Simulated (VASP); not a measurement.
# GaP: relaxation of cell and atoms with LDA

GaP:

```
CELL_PARAMETERS angstrom
2.35000 -2.47500 0.00000
2.35000 2.47500 0.00000
0.00000 0.00000 4.70000
ATOMIC_POSITIONS crystal
Ga 0.35000 0.65000 0.25000
Ga 0.65000 0.35000 0.75000
P 0.84000 0.16000 0.25000
P 0.16000 0.84000 0.75000
```

- Program: VASP 6.6.1
- Task: relaxation of cell and atoms
- Functional: LDA
- Potentials or basis: VASP PAW LDA potentials, release 64 (Ga_d, P)
- Cutoff: 500 eV
- k mesh: 14 × 14 × 12
- Occupations: gaussian, width 0.1 eV
- Spin: no spin polarisation
- Target pressure: 30.7 GPa
- Dipole correction: no
- Further INCAR settings: ALGO = Normal; EDIFF = 1e-07; IBRION = 2; EDIFFG = -0.005; NSW = 80; ISIF = 3

```yaml
Relaxed_volume: 12.97 Å³/atom
Relaxed_cell: a = 3.392 Å, b = 3.392 Å, c = 4.513 Å, α = 90.00°, β = 90.00°, γ = 92.50°
Space_group_after_relaxing_to_0.1_Å: Cmcm (No. 63)
Energy_change_on_relaxing_the_run_minimises_the_enthalpy: +94.7 meV/atom
Ionic_steps: 24
Pressure_after_relaxing: 30.8 GPa
Largest_force_after_relaxing: 0.003 eV/Å
Band_gap_on_the_k_mesh: zero (bands 18 and 19 overlap by 4.17 eV)
```

Forces on the atoms (eV/Å):
```
Ga   0.000  0.000  0.000
Ga   0.000  0.000  0.000
P    0.000  0.003  0.000
P    0.000 -0.003  0.000
```

The path:
| step | energy change (eV) | largest force (eV/Å) | pressure (GPa) | volume (Å³) |
| --- | --- | --- | --- | --- |
| 1 | 0.0000 | 0.2265 | 19.61 | 54.67 |
| 2 | 1.5050 | 0.3419 | 53.32 | 47.50 |
| 3 | 0.4655 | 0.2056 | 31.53 | 51.56 |
| 4 | 0.4772 | 0.2049 | 31.80 | 51.50 |
| 5 | 0.4339 | 0.1041 | 30.92 | 51.63 |
| 6 | 0.4348 | 0.1082 | 30.94 | 51.62 |
| 7 | 0.4047 | 0.0684 | 30.34 | 51.77 |
| 8 | 0.4044 | 0.0689 | 30.33 | 51.77 |
| 9 | 0.4376 | 0.0599 | 31.18 | 51.59 |
| 10 | 0.4314 | 0.0616 | 31.00 | 51.62 |
| 11 | 0.4264 | 0.0535 | 30.97 | 51.65 |
| 12 | 0.4117 | 0.0282 | 30.91 | 51.72 |
| 13 | 0.3844 | 0.0468 | 30.77 | 51.86 |
| 14 | 0.3951 | 0.0381 | 30.81 | 51.80 |
| 15 | 0.3815 | 0.0342 | 30.62 | 51.87 |
| 16 | 0.3743 | 0.0321 | 30.52 | 51.91 |
| 17 | 0.3840 | 0.0280 | 30.77 | 51.86 |
| 18 | 0.3915 | 0.0250 | 30.97 | 51.82 |
| 19 | 0.3872 | 0.0215 | 30.88 | 51.84 |
| 20 | 0.3800 | 0.0155 | 30.74 | 51.87 |
| 21 | 0.3777 | 0.0133 | 30.70 | 51.89 |
| 22 | 0.3769 | 0.0076 | 30.68 | 51.89 |
| 23 | 0.3760 | 0.0044 | 30.66 | 51.90 |
| 24 | 0.3788 | 0.0035 | 30.76 | 51.88 |

Final structure:
```
CELL_PARAMETERS angstrom
2.34567 -2.45031 0.00000
2.34567 2.45031 0.00000
0.00000 0.00000 4.51320
ATOMIC_POSITIONS crystal
Ga 0.33956 0.66044 0.25000
Ga 0.66044 0.33956 0.75000
P 0.83134 0.16866 0.25000
P 0.16866 0.83134 0.75000
```

Levels at points of the mesh, in eV from the Fermi level:
```
           k point  band 15  band 16  band 17  band 18  band 19  band 20  band 21  band 22
(0.00, 0.00, 0.00)    -4.00    -3.81    -1.97     0.59     1.32     3.16     3.60     4.59
(0.50, 0.00, 0.00)    -5.13    -4.58    -1.48    -0.29     0.16     1.43     4.97     6.11
(0.50, 0.50, 0.00)    -4.05    -3.90    -3.39    -3.18    -3.16    -1.69     0.45     2.45
(0.00, 0.00, 0.50)    -2.77    -2.77    -2.12    -2.12     0.84     0.84     3.02     3.02
(0.50, 0.00, 0.50)    -0.66    -0.66    -0.01    -0.01     2.66     2.66     2.96     2.96
(0.50, 0.50, 0.50)    -6.67    -6.67    -6.46    -6.46     3.39     3.39     6.26     6.26
```

Wall time 48 min on 1 thread of Intel(R) Xeon(R) 6975P-C (Granite Rapids), with other jobs on the host, peak memory 0.49 GiB.

Caveat: the cell is relaxed towards a set pressure, so the run minimises the enthalpy, not the energy.
